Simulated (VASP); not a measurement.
# W (Fm-3m) in VASP: further runs

The runs below take W through single point, with LDA.

All numbers are computed with VASP 6.6.1; they aren't measurements. Logs are shortened: lines on timing, memory, paths and dates and some standing lists are left out, and cuts for length are marked.

**1. The cell of the first run**

It takes space group Fm-3m (No. 225, cubic). The conventional cell has a = 4.060 Å, b = 4.060 Å, c = 4.060 Å, α = 90.00°, β = 90.00°, γ = 90.00°. W (site symmetry m-3m) has 12 W at 2.87 Å within 3.8 Å.

**2. Single point, LDA, collinear spin, ferromagnetic start**

Contents of INCAR:

```
SYSTEM = W
PREC     = Accurate       ! precision mode
ENCUT    = 520            ! plane-wave cutoff, eV
EDIFF    = 1E-7           ! SCF threshold, eV
ISMEAR   = -1             ! smearing method
SIGMA    = 0.08           ! smearing width, eV
LREAL    = .False.        ! projectors in reciprocal space
LASPH    = .True.         ! aspherical terms in the spheres
NELM     = 150            ! most SCF steps
ALGO     = Normal         ! electronic algorithm
ISIF     = 2              ! what is computed and relaxed
LWAVE    = .False.        ! write WAVECAR
LCHARG   = .True.         ! write CHGCAR
ISPIN    = 2              ! spin polarisation
MAGMOM   = 0.5            ! initial moments
LORBIT   = 11             ! projections on sites
NUPDOWN  = 0.5            ! fixed moment
LMAXMIX  = 4              ! l up to which the mixer works
GGA      = CA             ! functional
LELF     = .True.         ! ELF
LVHAR    = .True.       
NBANDS   = 17             ! bands
```

Contents of KPOINTS:

```
regular mesh
0
Gamma
  12 12 12
  0 0 0
```

Contents of POSCAR:

```
W
1.0
    0.0000000000      2.0300000000      2.0300000000
    2.0300000000      0.0000000000      2.0300000000
    2.0300000000      2.0300000000      0.0000000000
W
1
Direct
    0.0000000000      0.0000000000      0.0000000000
```

Potentials or basis: VASP PAW LDA potentials, release 64 (W_sv).

Command:

```console
$ cat potpaw_LDA.64/W_sv/POTCAR > POTCAR
$ mpirun -np 1 vasp_std > vasp.out
```

OUTCAR:

```text
SYSTEM = W
   PREC = Accurate
   ENCUT = 520
   EDIFF = 1E-7
   ISMEAR = -1
   LREAL = .False.
   LASPH = .True.
   NELM = 150
   ISIF = 2
   ISPIN = 2
   LORBIT = 11
   NUPDOWN = 0.5
   GGA = CA

 ion  position               nearest neighbor table
   1  0.000  0.000  0.000-

  LATTYP: Found a face centered cubic cell.
 ALAT       =     4.0600000000

  Lattice vectors:

 A1 = (   0.0000000000,   2.0300000000,   2.0300000000)
 A2 = (   2.0300000000,   0.0000000000,   2.0300000000)
 A3 = (   2.0300000000,   2.0300000000,   0.0000000000)

Analysis of symmetry for initial positions (statically):
=====================================================================
 Subroutine PRICEL returns:
 Original cell was already a primitive cell.

 Routine SETGRP: Setting up the symmetry group for a
 face centered cubic supercell.

 Subroutine GETGRP returns: Found 48 space group operations
 (whereof 48 operations were pure point group operations)
 out of a pool of 48 trial point group operations.

The static configuration has the point symmetry O_h .

Analysis of symmetry for dynamics (positions and initial velocities):
=====================================================================
 Subroutine PRICEL returns:
 Original cell was already a primitive cell.

 Routine SETGRP: Setting up the symmetry group for a
 face centered cubic supercell.

 Subroutine GETGRP returns: Found 48 space group operations
 (whereof 48 operations were pure point group operations)
 out of a pool of 48 trial point group operations.

The dynamic configuration has the point symmetry O_h .

Analysis of structural, dynamic, and magnetic symmetry:
=====================================================================
 Subroutine PRICEL returns:
 Original cell was already a primitive cell.

 Routine SETGRP: Setting up the symmetry group for a
 face centered cubic supercell.

 Subroutine GETGRP returns: Found 48 space group operations
 (whereof 48 operations were pure point group operations)
 out of a pool of 48 trial point group operations.

The overall configuration has the point symmetry O_h .

 Subroutine INISYM returns: Found 48 space group operations
 (whereof 48 operations are pure point group operations),
 and found     1 'primitive' translations

----------------------------------------------------------------------------------------

                                     Primitive cell

  volume of cell :      16.7309

  direct lattice vectors                    reciprocal lattice vectors
     0.000000000  2.030000000  2.030000000    -0.246305419  0.246305419  0.246305419
     2.030000000  0.000000000  2.030000000     0.246305419 -0.246305419  0.246305419
     2.030000000  2.030000000  0.000000000     0.246305419  0.246305419 -0.246305419

  length of vectors
     2.870853532  2.870853532  2.870853532     0.426613499  0.426613499  0.426613499

  position of ions in fractional coordinates (direct lattice)
     0.000000000  0.000000000  0.000000000

  ion indices of the primitive-cell ions
   primitive index   ion index
                 1           1

----------------------------------------------------------------------------------------

 KPOINTS: regular mesh

Automatic generation of k-mesh.
 Grid dimensions read from file:
 generate k-points for:   12   12   12

 Generating k-lattice:

  Cartesian coordinates                     Fractional coordinates (reciprocal lattice)
    -0.020525452  0.020525452  0.020525452     0.083333333  0.000000000  0.000000000
     0.020525452 -0.020525452  0.020525452     0.000000000  0.083333333  0.000000000
     0.020525452  0.020525452 -0.020525452     0.000000000  0.000000000  0.083333333

  Length of vectors
     0.035551125  0.035551125  0.035551125

  Shift w.r.t. Gamma in fractional coordinates (k-lattice)
     0.000000000  0.000000000  0.000000000

 Subroutine IBZKPT returns following result:
 ===========================================

 Found     72 irreducible k-points:

 Following reciprocal coordinates:
            Coordinates               Weight
  0.000000  0.000000  0.000000      1.000000
  0.083333  0.000000  0.000000      8.000000
  0.166667  0.000000  0.000000      8.000000
  0.250000  0.000000  0.000000      8.000000
  0.333333  0.000000  0.000000      8.000000
  0.416667  0.000000  0.000000      8.000000
[... 16 lines left out ...]
  0.500000  0.166667  0.000000     24.000000
 -0.416667  0.166667  0.000000     24.000000
 [... further k-points ...]
   k-points           NKPTS =     72   k-points in BZ     NKDIM =     72   number of bands    NBANDS=     17
   number of dos      NEDOS =    301   number of ions     NIONS =      1
   total plane-waves  NPLWV =  13824
   dimension x,y,z NGX =    24 NGY =   24 NGZ =   24
   dimension x,y,z NGXF=    48 NGYF=   48 NGZF=   48
   ions per type =               1
   NGX,Y,Z   is equivalent  to a cutoff of  13.90, 13.90, 13.90 a.u.
   NGXF,Y,Z  is equivalent  to a cutoff of  27.80, 27.80, 27.80 a.u.
 SYSTEM =  W
   PREC   = accura    normal or accurate (medium, high low for compatibility)
   ISTART =      0    job   : 0-new  1-cont  2-samecut
   ICHARG =      2    charge: 1-file 2-atom 10-const
   ISPIN  =      2    spin polarized calculation?
   LNONCOLLINEAR =      F non collinear calculations
   LSORBIT =      F    spin-orbit coupling
   LASPH  =      T    aspherical Exc in radial PAW
   ENCUT  =  520.0 eV  38.22 Ry    6.18 a.u.   5.34  5.34  5.34*2*pi/ulx,y,z
   NELM   =    150;   NELMIN=  2; NELMDL= -5     # of ELM steps
   EDIFF  = 0.1E-06   stopping-criterion for ELM
   LREAL  =      F    real-space projection
   EDIFFG = 0.1E-05   stopping-criterion for IOM
   NSW    =      0    number of steps for IOM
   IBRION =     -1    ionic relax: 0-MD 1-quasi-New 2-CG
   NFREE  =      0    steps in history (QN), initial steepest desc. (CG)
   ISIF   =      2    stress and relaxation
   ISYM   =      2    0-nonsym 1-usesym 2-fastsym
   POTIM  = 0.5000    time-step for ionic-motion
   TEBEG  =    0.0;   TEEND  =   0.0 temperature during run
   PSTRESS=    0.0 pullay stress
   NELECT =      14.0000    total number of electrons
   NUPDOWN=       0.5000    fix difference up-down
   EMIN   =  10.00;   EMAX   =-10.00  energy-range for DOS
   EFERMI =   0.00;   METHOD = LEGACY
   ISMEAR =    -1;   SIGMA  =   0.08  broadening in eV -4-tet -1-fermi 0-gaus
   EFERMI_NEDOS =   21; number of points for ismear=-14 and -15
   IALGO  =     38    algorithm
   IMIX   =      4    mixing-type and parameters
     AMIX     =   0.40;   BMIX     =  1.00
     AMIX_MAG =   1.60;   BMIX_MAG =  1.00
  volume/ion in A,a.u.               =      16.73       112.91
  Fermi-wavevector in a.u.,A,eV,Ry     =   1.542688  2.915258 32.380324  2.379887
  Thomas-Fermi vector in A             =   2.648457
   LORBIT       =     11    0 simple, 1 ext, 2 COOP (PROOUT), +10 PAW based schemes
   GGA     = CA    functional components
   LHFCALC =     F    Hartree Fock is set to
   AEXX    =    0.0000 exact exchange contribution
   IVDW    =     0    specifies the selected vdW correction
   LEPSILON=     F    determine dielectric tensor
   LRPA    =     F    only Hartree local field effects (RPA)
 spin polarized calculation
  energy-cutoff  :      520.00
  volume of cell :       16.73
 maximum number of plane-waves:       464
 NGX is ok and might be reduce to    24
   NGX = 11   NGY = 11   NGZ = 11

 number of electron      14.0000002 magnetization       0.5000000

 Free energy of the ion-electron system (eV)
  ---------------------------------------------------
  ext. energy  EPLUGINS =         0.00000000
  ---------------------------------------------------
  free energy    TOTEN  =       -13.50435876 eV

  energy without entropy =      -13.48290425  energy(sigma->0) =      -13.49363151

 E-fermi :   9.8395     XC(G=0): -13.5167

 val. band max:       10.4434995187   @ k =   0.4167   0.3333   0.0000
 cond. band min:       9.8468059701   @ k =  -0.2500   0.0833   0.0000
 fundamental gap:     -0.5966935486
 Fermi energy:        10.4647814814

 spin component 1

 k-point     1 :       0.0000    0.0000    0.0000
  band No.  band energies     occupation
      1     -63.2481      1.00000
      2     -27.1699      1.00000
      3     -27.1699      1.00000
      4     -27.1699      1.00000
      5       1.1623      1.00000
      6       9.3923      1.00000
[... 9 lines left out ...]
     16      43.5622      0.00000
     17      43.5622      0.00000

 k-point     2 :       0.0833    0.0000    0.0000
  band No.  band energies     occupation
      1     -63.2414      1.00000
      2     -27.2483      1.00000
      3     -27.1800      1.00000
      4     -27.1800      1.00000
      5       1.4596      1.00000
      6       9.1749      1.00000
[... 9 lines left out ...]
     16      40.5529      0.00000
     17      41.8273      0.00000
[... 421 lines left out ...]
 k-point    24 :      -0.4167    0.1667    0.0000
  band No.  band energies     occupation
      1     -63.1373      1.00000
      2     -28.1669      1.00000
      3     -27.5213      1.00000
      4     -27.3588      1.00000
      5       5.4695      1.00000
      6       8.0676      1.00000
[... 9 lines left out ...]
     16      37.9038      0.00000
     17      40.7430      0.00000

 [... further k-points ...]

 spin component 2

 k-point     1 :       0.0000    0.0000    0.0000
  band No.  band energies     occupation
      1     -63.0883      1.00000
      2     -26.9706      1.00000
      3     -26.9706      1.00000
      4     -26.9706      1.00000
      5       1.4125      1.00000
      6       9.6641      0.89958
[... 9 lines left out ...]
     16      43.8042      0.00000
     17      43.8042      0.00000

 k-point     2 :       0.0833    0.0000    0.0000
  band No.  band energies     occupation
      1     -63.0817      1.00000
      2     -27.0484      1.00000
      3     -26.9806      1.00000
      4     -26.9806      1.00000
      5       1.7095      1.00000
      6       9.4459      0.99275
[... 9 lines left out ...]
     16      40.8052      0.00000
     17      42.0786      0.00000
[... 421 lines left out ...]
 k-point    24 :      -0.4167    0.1667    0.0000
  band No.  band energies     occupation
      1     -62.9784      1.00000
      2     -27.9609      1.00000
      3     -27.3195      1.00000
      4     -27.1581      1.00000
      5       5.7336      1.00000
      6       8.3187      1.00000
[... 9 lines left out ...]
     16      38.1529      0.00000
     17      41.0035      0.00000

 [... further k-points ...]

------------------------ aborting loop because EDIFF is reached ----------------------------------------

  FORCE on cell =-STRESS in cart. coord.  units (eV):
  Direction    XX          YY          ZZ          XY          YZ          ZX
  --------------------------------------------------------------------------------------
  -------------------------------------------------------------------------------------
  Total       -1.5812843     -1.5812843     -1.5812843      0.0000000      0.0000000      0.0000000
  in kB     -151.4266863   -151.4266863   -151.4266863      0.0000000      0.0000000      0.0000000
  external PRESSURE =    -151.4266863 kB  Pullay stress =       0.0000000 kB

 VOLUME and BASIS-vectors are now :
 -----------------------------------------------------------------------------
  energy-cutoff  :      520.00
  volume of cell :       16.73
      direct lattice vectors                 reciprocal lattice vectors
     0.000000000  2.030000000  2.030000000    -0.246305419  0.246305419  0.246305419
     2.030000000  0.000000000  2.030000000     0.246305419 -0.246305419  0.246305419
     2.030000000  2.030000000  0.000000000     0.246305419  0.246305419 -0.246305419

 POSITION                                       TOTAL-FORCE (eV/Angst)
 -----------------------------------------------------------------------------------
      0.00000      0.00000      0.00000        -0.000000      0.000000      0.000000
 -----------------------------------------------------------------------------------
    total drift:                               -0.000000      0.000000      0.000000

  FREE ENERGIE OF THE ION-ELECTRON SYSTEM (eV)
  ---------------------------------------------------
  free  energy   TOTEN  =       -13.5043587626 eV

  energy  without entropy=      -13.4829042487  energy(sigma->0) =      -13.49363151

 total charge

# of ion       s       p       d       tot
------------------------------------------
    1        2.404   6.294   3.320  12.019

 magnetization (x)

# of ion       s       p       d       tot
------------------------------------------
    1        0.004   0.032   0.356   0.392
```

Wall time 34 s (1 thread of Intel Xeon Platinum 8488C (Sapphire Rapids), shared host); peak memory 0.16 GiB.

What came out:

```yaml
Free_energy: -13.5044 eV
Pressure: -15.1 GPa
Net_moment: 0.50 μB per cell
Site_moments: W +0.39 μB
Valence_electrons_inside_the_program's_atomic_spheres: W 12.02
```

Caveat: spin-orbit coupling is left out, which moves the levels of the heavy elements; the total moment is fixed, so each spin has its own Fermi level.

**3. Single point, LDA, collinear spin, ferromagnetic start**

Contents of INCAR:

```
ALGO = Normal
EDIFF = 1E-7
ENCUT = 520
ISIF = 2
ISMEAR = -1
ISPIN = 2
LASPH = True
LCHARG = False
LMAXMIX = 4
LORBIT = 11
LREAL = False
LWAVE = False
MAGMOM = 0.5
NBANDS = 17
NELM = 150
NUPDOWN = 0.5
PREC = Accurate
SIGMA = 0.08
```

Contents of KPOINTS:

```
k-points
0
Gamma
  12 12 12
```

POSCAR is that of step 2.

Potentials or basis: VASP PAW LDA potentials, release 64 (W_sv).

Command:

```console
$ cat potpaw_LDA.64/W_sv/POTCAR > POTCAR
$ mpirun -np 1 vasp_std > vasp.out
```

OUTCAR:

```text
EDIFF = 1E-7
   ENCUT = 520
   ISIF = 2
   ISMEAR = -1
   ISPIN = 2
   LASPH = True
   LORBIT = 11
   LREAL = False
   NELM = 150
   NUPDOWN = 0.5
   PREC = Accurate

 ion  position               nearest neighbor table
   1  0.000  0.000  0.000-

  LATTYP: Found a face centered cubic cell.
 ALAT       =     4.0600000000

  Lattice vectors:

 A1 = (   0.0000000000,   2.0300000000,   2.0300000000)
 A2 = (   2.0300000000,   0.0000000000,   2.0300000000)
 A3 = (   2.0300000000,   2.0300000000,   0.0000000000)

Analysis of symmetry for initial positions (statically):
=====================================================================
 Subroutine PRICEL returns:
 Original cell was already a primitive cell.

 Routine SETGRP: Setting up the symmetry group for a
 face centered cubic supercell.

 Subroutine GETGRP returns: Found 48 space group operations
 (whereof 48 operations were pure point group operations)
 out of a pool of 48 trial point group operations.

The static configuration has the point symmetry O_h .

Analysis of symmetry for dynamics (positions and initial velocities):
=====================================================================
 Subroutine PRICEL returns:
[... 183 lines left out ...]
      4     -27.1699      1.00000
      5       1.1623      1.00000
      6       9.3923      1.00000
[... 459 lines left out ...]
      6       8.0676      1.00000
[... 9 lines left out ...]
     16      37.9038      0.00000
     17      40.7430      0.00000

 [... further k-points ...]

 spin component 2

 k-point     1 :       0.0000    0.0000    0.0000
  band No.  band energies     occupation
      1     -63.0883      1.00000
      2     -26.9706      1.00000
      3     -26.9706      1.00000
      4     -26.9706      1.00000
      5       1.4125      1.00000
      6       9.6641      0.89958
[... 459 lines left out ...]
      6       8.3187      1.00000
[... 9 lines left out ...]
     16      38.1529      0.00000
     17      41.0035      0.00000

 [... further k-points ...]
[... 5 lines left out ...]
  --------------------------------------------------------------------------------------
  -------------------------------------------------------------------------------------
  Total       -1.5812843     -1.5812843     -1.5812843      0.0000000      0.0000000      0.0000000
  in kB     -151.4266863   -151.4266863   -151.4266863      0.0000000      0.0000000      0.0000000
  external PRESSURE =    -151.4266863 kB  Pullay stress =       0.0000000 kB

 VOLUME and BASIS-vectors are now :
 -----------------------------------------------------------------------------
  energy-cutoff  :      520.00
  volume of cell :       16.73
      direct lattice vectors                 reciprocal lattice vectors
     0.000000000  2.030000000  2.030000000    -0.246305419  0.246305419  0.246305419
     2.030000000  0.000000000  2.030000000     0.246305419 -0.246305419  0.246305419
     2.030000000  2.030000000  0.000000000     0.246305419  0.246305419 -0.246305419

 POSITION                                       TOTAL-FORCE (eV/Angst)
 -----------------------------------------------------------------------------------
      0.00000      0.00000      0.00000        -0.000000      0.000000      0.000000
 -----------------------------------------------------------------------------------
    total drift:                               -0.000000      0.000000      0.000000

  FREE ENERGIE OF THE ION-ELECTRON SYSTEM (eV)
  ---------------------------------------------------
  free  energy   TOTEN  =       -13.5043587626 eV

  energy  without entropy=      -13.4829042487  energy(sigma->0) =      -13.49363151

 total charge

# of ion       s       p       d       tot
------------------------------------------
    1        2.404   6.294   3.320  12.019

 magnetization (x)

# of ion       s       p       d       tot
------------------------------------------
    1        0.004   0.032   0.356   0.392
```

OSZICAR:

```text
N       E                     dE             d eps       ncg     rms          rms(c)
DAV:   1     0.935944062845E+02    0.93594E+02   -0.64432E+03  4953   0.893E+02
DAV:   2    -0.119086500918E+02   -0.10550E+03   -0.10044E+03  5588   0.272E+02
DAV:   3    -0.141761649915E+02   -0.22675E+01   -0.22561E+01  5500   0.375E+01
DAV:   4    -0.141845655989E+02   -0.84006E-02   -0.84000E-02  5675   0.241E+00
DAV:   5    -0.141846111106E+02   -0.45512E-04   -0.45511E-04  5589   0.171E-01    0.185E+01
DAV:   6    -0.136402913215E+02    0.54432E+00   -0.29031E-01  5032   0.657E+00    0.695E+00
DAV:   7    -0.135083167645E+02    0.13197E+00   -0.12317E-01  5643   0.403E+00    0.102E+00
DAV:   8    -0.135067052907E+02    0.16115E-02   -0.39852E-03  5115   0.613E-01    0.517E-01
DAV:   9    -0.135045244615E+02    0.21808E-02   -0.49317E-04  5648   0.243E-01    0.186E-01
DAV:  10    -0.135043572601E+02    0.16720E-03   -0.17151E-04  5305   0.134E-01    0.369E-02
DAV:  11    -0.135043577892E+02   -0.52903E-06   -0.40032E-06  5258   0.172E-02    0.269E-02
DAV:  12    -0.135043597278E+02   -0.19386E-05   -0.22816E-06  5404   0.178E-02    0.623E-03
DAV:  13    -0.135043587899E+02    0.93784E-06   -0.17340E-07  4466   0.444E-03    0.121E-03
DAV:  14    -0.135043587626E+02    0.27273E-07   -0.63865E-09  2554   0.809E-04
   1 F= -.13504359E+02 E0= -.13493632E+02  d E =-.214545E-01  mag=     0.5000
```

stdout:

```text
POSCAR found type information on POSCAR W
 POSCAR found :  1 types and       1 ions
 scaLAPACK will be used
 LDA part: xc-table for (Slater(with rela. corr.)+CA(PZ))
 , standard interpolation
 POSCAR, INCAR and KPOINTS ok, starting setup
 FFT: planning ... GRIDC
 FFT: planning ... GRID_SOFT
 FFT: planning ... GRID
 WAVECAR not read
 entering main loop
```

Run time: 29 s. Hardware: 1 thread of Intel Xeon Platinum 8488C (Sapphire Rapids), shared host; peak memory 0.16 GiB.

What came out:

```yaml
Free_energy: -13.5044 eV
Pressure: -15.1 GPa
Net_moment: 0.50 μB per cell
Site_moments: W +0.39 μB
Valence_electrons_inside_the_program's_atomic_spheres: W 12.02
```

Caveat: spin-orbit coupling is left out, which moves the levels of the heavy elements; the total moment is fixed, so each spin has its own Fermi level.
